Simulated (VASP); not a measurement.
# ZnO (P6_3/mmc) in VASP: relaxation of cell and atoms with PBE

Aim: the relaxation of cell and atoms of ZnO with PBE.

All numbers are computed with VASP 6.6.1; they aren't measurements. Logs are shortened: lines on timing, memory, paths and dates and some standing lists are left out, and cuts for length are marked.

## 1. The cell of the first run

The structure is hexagonal, space group P6_3/mmc (No. 194). Conventional cell: a = 3.278 Å, b = 3.278 Å, c = 7.653 Å, α = 90.00°, β = 90.00°, γ = 120.00°. Zn (site symmetry -6m2) has 3 O at 1.89 Å within 2.5 Å. Within 2.5 Å of O (site symmetry -6m2) lie 3 Zn at 1.89 Å.

## 2. Relaxation of cell and atoms, PBE

Contents of INCAR:

```
PREC = Accurate ; ENCUT = 600
EDIFF = 1E-6 ; ISMEAR = 0
SIGMA = 0.02 ; LREAL = F
LASPH = T ; NELM = 100
ALGO = Normal ; ISIF = 3
LWAVE = F ; LCHARG = F
GGA = PE ; IBRION = 2
NSW = 100 ; EDIFFG = -0.01
```

Contents of KPOINTS:

```
Automatic mesh
0
Gamma
  12 12 4
```

Contents of POSCAR:

```
ZnO
1.0
    3.2777674920     -0.0000000029      0.0000000000
   -1.6388837435      2.8386299173      0.0000000000
    0.0000000000      0.0000000000      7.6528274211
Zn O
2 2
Direct
    0.0000000000      0.0000000000      0.7500000000
    0.0000000000      0.0000000000      0.2500000000
    0.3333333333      0.6666666667      0.2500000000
    0.6666666667      0.3333333333      0.7500000000
```

Potentials or basis: VASP PAW PBE potentials, release 64 (Zn, O).

Launch:

```sh
$ cat potpaw_PBE.64/Zn/POTCAR potpaw_PBE.64/O/POTCAR > POTCAR
$ mpirun -np 1 vasp_std > vasp.out
```

OUTCAR:

```text
PREC = Accurate
   ENCUT = 600
   EDIFF = 1E-6
   ISMEAR = 0
   LREAL = F
   LASPH = T
   NELM = 100
   ISIF = 3
   GGA = PE
   IBRION = 2
   NSW = 100
   EDIFFG = -0.01

 ion  position               nearest neighbor table
   1  0.000  0.000  0.750-   4 1.89   4 1.89   4 1.89
   2  0.000  0.000  0.250-   3 1.89   3 1.89   3 1.89
   3  0.333  0.667  0.250-   2 1.89   2 1.89   2 1.89
   4  0.667  0.333  0.750-   1 1.89   1 1.89   1 1.89

  LATTYP: Found a hexagonal cell.
 ALAT       =     3.2777674920
 C/A-ratio  =     2.3347682347

  Lattice vectors:

 A1 = (   3.2777674920,  -0.0000000029,   0.0000000000)
 A2 = (  -1.6388837435,   2.8386299173,   0.0000000000)
 A3 = (   0.0000000000,   0.0000000000,   7.6528274211)

Analysis of symmetry for initial positions (statically):
=====================================================================
 Subroutine PRICEL returns:
 Original cell was already a primitive cell.

 Routine SETGRP: Setting up the symmetry group for a
 hexagonal supercell.

 Subroutine GETGRP returns: Found 24 space group operations
 (whereof 12 operations were pure point group operations)
 out of a pool of 24 trial point group operations.

The static configuration has the point symmetry D_3d.
 The point group associated with its full space group is D_6h.

Analysis of symmetry for dynamics (positions and initial velocities):
=====================================================================
 Subroutine PRICEL returns:
 Original cell was already a primitive cell.

 Routine SETGRP: Setting up the symmetry group for a
 hexagonal supercell.

 Subroutine GETGRP returns: Found 24 space group operations
 (whereof 12 operations were pure point group operations)
 out of a pool of 24 trial point group operations.

The dynamic configuration has the point symmetry D_3d.
 The point group associated with its full space group is D_6h.

 Subroutine INISYM returns: Found 24 space group operations
 (whereof 12 operations are pure point group operations),
 and found     1 'primitive' translations

----------------------------------------------------------------------------------------

                                     Primitive cell

[... 111 lines left out ...]
   IALGO  =     38    algorithm
   IMIX   =      4    mixing-type and parameters
     AMIX     =   0.40;   BMIX     =  1.00
     AMIX_MAG =   1.60;   BMIX_MAG =  1.00
  volume/ion in A,a.u.               =      17.80       120.13
  Fermi-wavevector in a.u.,A,eV,Ry     =   1.304186  2.464553 23.142149  1.700900
  Thomas-Fermi vector in A             =   2.435138
   LORBIT       =      0    0 simple, 1 ext, 2 COOP (PROOUT), +10 PAW based schemes
   GGA     = PE    functional components
   LHFCALC =     F    Hartree Fock is set to
   AEXX    =    0.0000 exact exchange contribution
   IVDW    =     0    specifies the selected vdW correction
   LEPSILON=     F    determine dielectric tensor
   LRPA    =     F    only Hartree local field effects (RPA)
 conjugate gradient relaxation of ions
 non-spin polarized calculation
 Gauss-broadening in eV      SIGMA  =   0.02
  energy-cutoff  :      600.00
  volume of cell :       71.20
 maximum number of plane-waves:      2419
 NGX is ok and might be reduce to    28
   NGX = 13   NGY = 13   NGZ = 31

--------------------------------------- Ionic step        1  -------------------------------------------

 number of electron      35.9999973 magnetization

 Free energy of the ion-electron system (eV)
  ---------------------------------------------------
  ext. energy  EPLUGINS =         0.00000000
  ---------------------------------------------------
  free energy    TOTEN  =       -16.97462118 eV

  energy without entropy =      -16.97462118  energy(sigma->0) =      -16.97462118

------------------------ aborting loop because EDIFF is reached ----------------------------------------

  FORCE on cell =-STRESS in cart. coord.  units (eV):
  Direction    XX          YY          ZZ          XY          YZ          ZX
  --------------------------------------------------------------------------------------
  -------------------------------------------------------------------------------------
  Total        0.4588370      0.4588370     -0.0537749     -0.0000000      0.0000000      0.0000000
  in kB       10.3242905     10.3242905     -1.2099893     -0.0000000      0.0000000      0.0000000
  external PRESSURE =       6.4795306 kB  Pullay stress =       0.0000000 kB
[... 95 lines left out ...]
  FREE ENERGIE OF THE ION-ELECTRON SYSTEM (eV)
  ---------------------------------------------------
  free  energy   TOTEN  =       -16.9757727026 eV

  energy  without entropy=      -16.9757727026  energy(sigma->0) =      -16.97577270

[... ionic steps 4 to 20 ...]

--------------------------------------- Ionic step       21  -------------------------------------------

 number of electron      35.9999990 magnetization

------------------------ aborting loop because EDIFF is reached ----------------------------------------
[... 71 lines left out ...]
--------------------------------------- Ionic step       23  -------------------------------------------

 number of electron      35.9999984 magnetization

 Free energy of the ion-electron system (eV)
  ---------------------------------------------------
  ext. energy  EPLUGINS =         0.00000000
  ---------------------------------------------------
  free energy    TOTEN  =       -16.97832666 eV

  energy without entropy =      -16.97832666  energy(sigma->0) =      -16.97832666

 E-fermi :  -0.6434     XC(G=0):  -8.9007

 val. band max:       -0.7729373968   @ k =   0.0000   0.0000   0.0000
 cond. band min:       0.0600743253   @ k =   0.0000   0.0000   0.0000
 fundamental gap:      0.8330117221
 Fermi energy:        -0.6433618841

 k-point     1 :       0.0000    0.0000    0.0000
  band No.  band energies     occupation
      1     -18.2501      2.00000
      2     -18.1734      2.00000
      3      -6.8913      2.00000
      4      -6.8913      2.00000
      5      -6.8777      2.00000
      6      -6.8777      2.00000
[... 589 lines left out ...]
     21       6.0531      0.00000
     22       7.8896      0.00000

 [... further k-points ...]

------------------------ aborting loop because EDIFF is reached ----------------------------------------

  FORCE on cell =-STRESS in cart. coord.  units (eV):
  Direction    XX          YY          ZZ          XY          YZ          ZX
  --------------------------------------------------------------------------------------
  -------------------------------------------------------------------------------------
  Total        0.0353632      0.0353632     -0.0029826     -0.0000000      0.0000000      0.0000000
  in kB        0.8453861      0.8453861     -0.0713018     -0.0000000      0.0000000      0.0000000
  external PRESSURE =       0.5398235 kB  Pullay stress =       0.0000000 kB
[... 19 lines left out ...]
  FREE ENERGIE OF THE ION-ELECTRON SYSTEM (eV)
  ---------------------------------------------------
  free  energy   TOTEN  =       -16.9783266569 eV

  energy  without entropy=      -16.9783266569  energy(sigma->0) =      -16.97832666

 reached required accuracy - stopping structural energy minimisation
```

OSZICAR:

```text
N       E                     dE             d eps       ncg     rms          rms(c)
DAV:   1     0.312619627881E+03    0.31262E+03   -0.20024E+04  2508   0.227E+03
DAV:   2     0.176477774781E+02   -0.29497E+03   -0.28024E+03  2780   0.446E+02
[... 186 lines left out ...]
DAV:   1    -0.169842930490E+02   -0.60087E-02   -0.12883E-01  2520   0.377E+00    0.529E-01
DAV:   2    -0.169794282907E+02    0.48648E-02   -0.17267E-02  3398   0.187E+00    0.209E-01
DAV:   3    -0.169786534756E+02    0.77482E-03   -0.48506E-04  3348   0.372E-01    0.114E-01
DAV:   4    -0.169783179744E+02    0.33550E-03   -0.44868E-04  3202   0.266E-01    0.178E-02
DAV:   5    -0.169783239846E+02   -0.60102E-05   -0.84728E-05  2744   0.864E-02    0.105E-02
DAV:   6    -0.169783261545E+02   -0.21699E-05   -0.56401E-06  2880   0.781E-02    0.556E-03
DAV:   7    -0.169783266569E+02   -0.50244E-06   -0.19687E-06  1966   0.284E-02
  23 F= -.16978327E+02 E0= -.16978327E+02  d E =-.171456E-03
```

CONTCAR:

```text
ZnO
   1.00000000000000
     3.2855379770398394   -0.0000000029069072   -0.0000000000000000
    -1.6427689860140213    2.8453593547482670   -0.0000000000000000
    -0.0000000000000000   -0.0000000000000000    7.1690879901050861
  Zn              O
     2     2
Direct
     0.0000000000000000    0.0000000000000000    0.7500000000000000
     0.0000000000000000    0.0000000000000000    0.2500000000000000
     0.3333333332999970    0.6666666667000030    0.2500000000000000
     0.6666666667000030    0.3333333332999970    0.7500000000000000

  0.00000000E+00  0.00000000E+00  0.00000000E+00
  0.00000000E+00  0.00000000E+00  0.00000000E+00
  0.00000000E+00  0.00000000E+00  0.00000000E+00
  0.00000000E+00  0.00000000E+00  0.00000000E+00
```

Wall time 22 min (1 thread of AMD EPYC 7R13 (Zen 3), shared host); peak memory 0.25 GiB.

What came out:

```
Free energy                           : -16.9783 eV
Relaxed volume                        : 16.76 Å³/atom
Relaxed cell                          : a = 3.286 Å, b = 3.286 Å, c = 7.169 Å, α = 90.00°, β = 90.00°, γ = 120.00°
Space group after relaxing (to 0.1 Å) : P6_3/mmc (No. 194)
Energy gained by relaxing             : 0.9 meV/atom
Ionic steps                           : 23
Pressure after relaxing               : 0.1 GPa
Band gap on the k mesh                : 0.83 eV
```

Step by step:
```tsv
step	energy change (eV)	largest force (eV/Å)	pressure (GPa)	volume (Å³)
1	0.0000	0.0000	0.65	71.20
2	0.0003	0.0000	-0.77	71.95
3	-0.0012	0.0000	-0.08	71.55
4	-0.0012	0.0000	0.00	71.54
5	-0.0012	0.0000	-0.06	71.51
6	-0.0013	0.0000	0.01	71.41
7	-0.0015	0.0000	0.04	71.21
8	-0.0019	0.0000	-0.12	70.81
9	-0.0026	0.0000	-0.18	70.00
10	-0.0035	0.0000	-0.22	68.38
11	-0.0036	0.0000	-0.29	67.94
12	-0.0035	0.0000	-0.34	67.06
13	-0.0035	0.0000	-0.30	67.02
14	-0.0035	0.0000	-0.21	66.92
15	-0.0035	0.0000	-0.24	66.88
16	-0.0035	0.0000	-0.22	66.82
17	-0.0035	0.0000	-0.11	66.69
18	-0.0035	0.0000	-0.13	66.73
19	-0.0035	0.0000	-0.15	66.77
20	-0.0036	0.0000	-0.14	66.78
21	-0.0036	0.0000	-0.09	66.81
22	-0.0037	0.0000	-0.10	66.88
23	-0.0037	0.0000	0.05	67.02
```

Final structure:
```xyz
4
Lattice="3.2855 0.0000 0.0000 -1.6428 2.8454 0.0000 0.0000 0.0000 7.1691" Properties=species:S:1:pos:R:3 pbc="T T T"
Zn    0.0000    0.0000    5.3768
Zn    0.0000    0.0000    1.7923
O     0.0000    1.8969    1.7923
O     1.6428    0.9485    5.3768
```

Levels at points of the mesh, in eV from the valence-band top:
```
           k point  band 16  band 17  band 18  band 19  band 20  band 21
(0.00, 0.00, 0.00)    -0.01     0.00     0.00     0.83     3.34     5.15
(0.50, 0.00, 0.00)    -1.80    -0.92    -0.91     4.91     5.51     6.22
(0.00, 0.00, 0.50)     0.00     0.00     0.00     1.93     1.93     7.22
(0.50, 0.00, 0.50)    -1.84    -0.88    -0.88     5.03     5.03     7.65
```
